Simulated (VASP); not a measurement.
The system is LuAl3N4.

```
Lu Al N
1.0
     6.70000    0.00000    0.00000
     0.00000    5.85000    0.00000
     0.00000    0.00000    5.40000
Lu Al N
2 6 8
Direct
  0.00000 0.83300 0.00000
  0.50000 0.16700 0.50000
  0.00000 0.16700 0.50000
  0.50000 0.83300 0.00000
  0.25000 0.66700 0.50000
  0.75000 0.66700 0.50000
  0.75000 0.33300 0.00000
  0.25000 0.33300 0.00000
  0.00000 0.16000 0.86500
  0.50000 0.84000 0.36500
  0.24500 0.66000 0.86500
  0.75500 0.66000 0.86500
  0.00000 0.82000 0.39000
  0.74500 0.34000 0.36500
  0.25500 0.34000 0.36500
  0.50000 0.18000 0.89000
```

- Program: VASP 6.6.1
- Task: relaxation of cell and atoms
- Functional: PBE
- Potentials or basis: VASP PAW PBE potentials, release 64 (Lu, Al, N)
- Cutoff: 600 eV
- k mesh: 2 × 2 × 2
- Occupations: gaussian, width 0.15 eV
- Spin: no spin polarisation

At the start: pressure -7.9 GPa; volume 13.23 Å³/atom.

Problem. How do energy, volume and symmetry change on relaxing?

Solution. Over 10 steps the energy falls by 241.6 meV/atom and the volume is 12.02 Å³/atom (-9.1 %); space group Pmn2_1 (No. 31, to 0.05 Å).

The path:
```tsv
step	energy change (eV)	largest force (eV/Å)	pressure (GPa)	volume (Å³)
1	0.0000	4.0065	-7.92	211.65
2	-3.3867	1.5512	0.39	192.24
3	-3.4549	1.4373	3.46	188.82
4	-3.7344	0.4721	-1.23	193.44
5	-3.7415	0.4328	-0.62	192.77
6	-3.8251	0.2963	0.02	192.16
7	-3.8278	0.3306	0.09	192.02
8	-3.8613	0.1151	0.19	191.94
9	-3.8615	0.1133	0.17	191.93
10	-3.8657	0.0713	-0.15	192.29
```

Final structure:
```
Lu Al N
1.0
     6.58298    0.00000    0.00000
     0.00000    5.65455    0.00000
     0.00000    0.00000    5.16574
Lu Al N
2 6 8
Direct
  0.00000 0.83512 0.98361
  0.50000 0.16488 0.48361
  0.00000 0.18632 0.49658
  0.50000 0.81368 0.99658
  0.24981 0.66098 0.49529
  0.75019 0.66098 0.49529
  0.74981 0.33902 0.99529
  0.25019 0.33902 0.99529
  0.00000 0.20928 0.86529
  0.50000 0.79072 0.36529
  0.27416 0.65004 0.86193
  0.72584 0.65004 0.86193
  0.00000 0.84519 0.42509
  0.77416 0.34996 0.36193
  0.22584 0.34996 0.36193
  0.50000 0.15481 0.92509
```

Caveat: the k points lie up to 0.61 Å⁻¹ apart in the final cell; the relaxation stopped at a loose force limit of 0.08 eV/Å, so its end isn't a converged minimum.
